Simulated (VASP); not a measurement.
# MoS2 (P-3m1) in VASP: settings compared, part 2 of 3

VASP 6.6.1. The steps go on from the part before.

## Step 3: Single point, LDA+U

This run uses another cell than the first one, of 18.98 Å³/atom.

File INCAR:

```
PREC = Accurate
ENCUT = 520
EDIFF = 1E-6
ISMEAR = -1
SIGMA = 0.05
LREAL = False
LASPH = True
NELM = 150
ALGO = Normal
ISIF = 2
LWAVE = False
LCHARG = False
LMAXMIX = 4
LDAU = True
LDAUTYPE = 2
LDAUL = 2 -1
LDAUU = 5 0
LDAUJ = 0 0
LDAUPRINT = 1
NBANDS = 20
```

File KPOINTS:

```
Automatic mesh
0
Gamma
  9 9 4
```

File POSCAR:

```
MoS2
1.0
    3.2274645616      0.0000000000      0.0000000000
   -1.6137322808      2.7950663001      0.0000000000
    0.0000000000      0.0000000000      6.3124734200
Mo S
1 2
Direct
    0.0000000000      0.0000000000      0.5000000000
    0.6666666667      0.3333333333      0.7446806800
    0.3333333333      0.6666666667      0.2553193200
```

Potentials or basis: VASP PAW LDA potentials, release 64 (Mo_sv, S).

Run with:

```sh
$ cat potpaw_LDA.64/Mo_sv/POTCAR potpaw_LDA.64/S/POTCAR > POTCAR
$ mpirun -np 1 vasp_std > vasp.out
```

OUTCAR:

```text
PREC = Accurate
   ENCUT = 520
   EDIFF = 1E-6
   ISMEAR = -1
   LREAL = False
   LASPH = True
   NELM = 150
   ISIF = 2

 ion  position               nearest neighbor table
   1  0.000  0.000  0.500-   2 2.42   3 2.42   3 2.42   2 2.42   2 2.42   3 2.42
   2  0.667  0.333  0.745-   1 2.42   1 2.42   1 2.42
   3  0.333  0.667  0.255-   1 2.42   1 2.42   1 2.42

  LATTYP: Found a hexagonal cell.
 ALAT       =     3.2274645616
 C/A-ratio  =     1.9558614199

  Lattice vectors:

 A1 = (   3.2274645616,   0.0000000000,   0.0000000000)
 A2 = (  -1.6137322808,   2.7950663001,   0.0000000000)
 A3 = (   0.0000000000,   0.0000000000,   6.3124734200)

Analysis of symmetry for initial positions (statically):
=====================================================================
 Subroutine PRICEL returns:
 Original cell was already a primitive cell.

 Routine SETGRP: Setting up the symmetry group for a
 hexagonal supercell.

 Subroutine GETGRP returns: Found 12 space group operations
 (whereof 12 operations were pure point group operations)
 out of a pool of 24 trial point group operations.

The static configuration has the point symmetry D_3d.

Analysis of symmetry for dynamics (positions and initial velocities):
=====================================================================
 Subroutine PRICEL returns:
 Original cell was already a primitive cell.

 Routine SETGRP: Setting up the symmetry group for a
 hexagonal supercell.

 Subroutine GETGRP returns: Found 12 space group operations
 (whereof 12 operations were pure point group operations)
 out of a pool of 24 trial point group operations.

The dynamic configuration has the point symmetry D_3d.

 Subroutine INISYM returns: Found 12 space group operations
 (whereof 12 operations are pure point group operations),
 and found     1 'primitive' translations

----------------------------------------------------------------------------------------

                                     Primitive cell

  volume of cell :      56.9447

  direct lattice vectors                    reciprocal lattice vectors
     3.227464562  0.000000000  0.000000000     0.309840737  0.178886633  0.000000000
    -1.613732281  2.795066300  0.000000000     0.000000000  0.357773266  0.000000000
     0.000000000  0.000000000  6.312473420     0.000000000  0.000000000  0.158416509

  length of vectors
     3.227464562  3.227464562  6.312473420     0.357773266  0.357773266  0.158416509

  position of ions in fractional coordinates (direct lattice)
     0.000000000  0.000000000  0.500000000
     0.666666667  0.333333333  0.744680680
     0.333333333  0.666666667  0.255319320

  ion indices of the primitive-cell ions
   primitive index   ion index
                 1           1
                 2           2
                 3           3

----------------------------------------------------------------------------------------

[... 86 lines left out ...]
   IALGO  =     38    algorithm
   IMIX   =      4    mixing-type and parameters
     AMIX     =   0.40;   BMIX     =  1.00
     AMIX_MAG =   1.60;   BMIX_MAG =  1.00
  volume/ion in A,a.u.               =      18.98       128.09
  Fermi-wavevector in a.u.,A,eV,Ry     =   1.260612  2.382212 21.621610  1.589144
  Thomas-Fermi vector in A             =   2.394113
   LORBIT       =      0    0 simple, 1 ext, 2 COOP (PROOUT), +10 PAW based schemes
 LDA+U is selected, type is set to LDAUTYPE =  2
   angular momentum for each species LDAUL =     2   -1
   U (eV)           for each species LDAUU =   5.0  0.0
   J (eV)           for each species LDAUJ =   0.0  0.0
   GGA     = CA    functional components
   LHFCALC =     F    Hartree Fock is set to
   AEXX    =    0.0000 exact exchange contribution
   IVDW    =     0    specifies the selected vdW correction
   LEPSILON=     F    determine dielectric tensor
   LRPA    =     F    only Hartree local field effects (RPA)
 non-spin polarized calculation
  energy-cutoff  :      520.00
  volume of cell :       56.94
 maximum number of plane-waves:      1557
   NGX = 13   NGY = 13   NGZ = 23

atom =   1  type =  1  l = 2

 onsite density matrix

spin component  1

  0.3440 -0.0000  0.0000 -0.0171 -0.0000
 -0.0000  0.4210  0.0000 -0.0000 -0.0171
  0.0000  0.0000  0.3893 -0.0000 -0.0000
 -0.0171 -0.0000 -0.0000  0.4210  0.0000
 -0.0000 -0.0171 -0.0000  0.0000  0.3440

spin component  2

  0.3440 -0.0000  0.0000 -0.0171 -0.0000
 -0.0000  0.4210  0.0000 -0.0000 -0.0171
  0.0000  0.0000  0.3893 -0.0000 -0.0000
 -0.0171 -0.0000 -0.0000  0.4210  0.0000
 -0.0000 -0.0171 -0.0000  0.0000  0.3440

 occupancies and eigenvectors

  o =  0.3404  v = -0.0000 -0.2072 -0.0000 -0.0000 -0.9783  0.0000  0.0000  0.0000  0.0000  0.0000      0.0000  0.0000  0.0000  0.0000  0.0000  0.0000  0.0000  0.0000  0.0000  0.0000
  o =  0.3404  v =  0.0000  0.0000  0.0000  0.0000  0.0000 -0.0000 -0.2072 -0.0000 -0.0000 -0.9783      0.0000  0.0000  0.0000  0.0000  0.0000  0.0000  0.0000  0.0000  0.0000  0.0000
  o =  0.3404  v =  0.9783 -0.0000 -0.0000  0.2072 -0.0000  0.0000  0.0000  0.0000  0.0000  0.0000      0.0000  0.0000  0.0000  0.0000  0.0000  0.0000  0.0000  0.0000  0.0000  0.0000
  o =  0.3404  v =  0.0000  0.0000  0.0000  0.0000  0.0000  0.9783 -0.0000 -0.0000  0.2072 -0.0000      0.0000  0.0000  0.0000  0.0000  0.0000  0.0000  0.0000  0.0000  0.0000  0.0000
  o =  0.3893  v = -0.0000 -0.0000  1.0000  0.0000 -0.0000  0.0000  0.0000  0.0000  0.0000  0.0000      0.0000  0.0000  0.0000  0.0000  0.0000  0.0000  0.0000  0.0000  0.0000  0.0000
  o =  0.3893  v =  0.0000  0.0000  0.0000  0.0000  0.0000 -0.0000 -0.0000  1.0000  0.0000 -0.0000      0.0000  0.0000  0.0000  0.0000  0.0000  0.0000  0.0000  0.0000  0.0000  0.0000
  o =  0.4246  v =  0.0000  0.0000  0.0000  0.0000  0.0000  0.0000 -0.9783 -0.0000 -0.0000  0.2072      0.0000  0.0000  0.0000  0.0000  0.0000  0.0000  0.0000  0.0000  0.0000  0.0000
  o =  0.4246  v =  0.0000 -0.9783 -0.0000 -0.0000  0.2072  0.0000  0.0000  0.0000  0.0000  0.0000      0.0000  0.0000  0.0000  0.0000  0.0000  0.0000  0.0000  0.0000  0.0000  0.0000
  o =  0.4246  v =  0.0000  0.0000  0.0000  0.0000  0.0000  0.2072  0.0000  0.0000 -0.9783 -0.0000      0.0000  0.0000  0.0000  0.0000  0.0000  0.0000  0.0000  0.0000  0.0000  0.0000
  o =  0.4246  v =  0.2072  0.0000  0.0000 -0.9783 -0.0000  0.0000  0.0000  0.0000  0.0000  0.0000      0.0000  0.0000  0.0000  0.0000  0.0000  0.0000  0.0000  0.0000  0.0000  0.0000

 number of electron      26.0000000 magnetization

 Free energy of the ion-electron system (eV)
  ---------------------------------------------------
  ext. energy  EPLUGINS =         0.00000000
  ---------------------------------------------------
  free energy    TOTEN  =       -17.62850410 eV

  energy without entropy =      -17.61969220  energy(sigma->0) =      -17.62409815

 E-fermi :   6.8847     XC(G=0): -10.7726

 val. band max:        6.8696393817   @ k =   0.0000   0.0000   0.5000
 cond. band min:       6.8876380914   @ k =   0.3333   0.2222   0.0000
 fundamental gap:      0.0179987097
 Fermi energy:         6.8847077519

 k-point     1 :       0.0000    0.0000    0.0000
  band No.  band energies     occupation
      1     -55.0610      2.00000
      2     -29.2609      2.00000
      3     -29.2609      2.00000
      4     -29.2229      2.00000
      5      -7.9665      2.00000
      6      -6.4725      2.00000
[... 541 lines left out ...]
     19      14.8979      0.00000
     20      15.1866      0.00000

 [... further k-points ...]

------------------------ aborting loop because EDIFF is reached ----------------------------------------

  FORCE on cell =-STRESS in cart. coord.  units (eV):
  Direction    XX          YY          ZZ          XY          YZ          ZX
  --------------------------------------------------------------------------------------
  -------------------------------------------------------------------------------------
  Total       -1.3662466     -1.3662466     -0.5563843      0.0000000      0.0000000      0.0000000
  in kB      -38.4402780    -38.4402780    -15.6542516      0.0000000      0.0000000      0.0000000
  external PRESSURE =     -30.8449358 kB  Pullay stress =       0.0000000 kB

 VOLUME and BASIS-vectors are now :
 -----------------------------------------------------------------------------
  energy-cutoff  :      520.00
  volume of cell :       56.94
      direct lattice vectors                 reciprocal lattice vectors
     3.227464562  0.000000000  0.000000000     0.309840737  0.178886633  0.000000000
    -1.613732281  2.795066300  0.000000000     0.000000000  0.357773266  0.000000000
     0.000000000  0.000000000  6.312473420     0.000000000  0.000000000  0.158416509

 POSITION                                       TOTAL-FORCE (eV/Angst)
 -----------------------------------------------------------------------------------
      0.00000      0.00000      3.15624         0.000000      0.000000      0.000000
      1.61373      0.93169      4.70078        -0.000000      0.000000      0.095324
     -0.00000      1.86338      1.61170         0.000000      0.000000     -0.095324
 -----------------------------------------------------------------------------------
    total drift:                                0.000000     -0.000000      0.000000

  FREE ENERGIE OF THE ION-ELECTRON SYSTEM (eV)
  ---------------------------------------------------
  free  energy   TOTEN  =       -17.6285041041 eV

  energy  without entropy=      -17.6196921968  energy(sigma->0) =      -17.62409815
```

Run time: 54 s. Hardware: 1 thread of Intel Xeon 8259CL, shared host; peak memory 0.17 GiB.

Results:

```
Free energy            : -17.6285 eV
Pressure               : -3.1 GPa
Largest force          : 0.095 eV/Å
Band gap on the k mesh : zero (bands 13 and 14 overlap by 1.07 eV)
```

Forces in eV/Å, atoms in the order of the input:
```
Mo   0.000  0.000  0.000
S    0.000  0.000  0.095
S    0.000  0.000 -0.095
```

Stress tensor (GPa, compression positive):
```
-3.84  0.00  0.00
 0.00 -3.84  0.00
 0.00  0.00 -1.57
```

Levels at points of the mesh, in eV from the Fermi level:
```
           k point  band 10  band 11  band 12  band 13  band 14  band 15  band 16  band 17
(0.00, 0.00, 0.00)    -1.88    -1.05    -0.99    -0.99    -0.36    -0.36     3.25     3.25
(0.00, 0.00, 0.50)    -3.70    -0.99    -0.99    -0.42    -0.42    -0.02     3.41     3.41
```

Eigenvalues of the final occupation matrices:
```tsv
site	spin	trace	eigenvalues
site 1 d	1	1.92	0.34 0.34 0.39 0.42 0.42
site 1 d	2	1.92	0.34 0.34 0.39 0.42 0.42
```

Caveat: the cell stands under tension; U without spin polarisation on a metal has little footing.

(Part 2 of 3 ends here.)
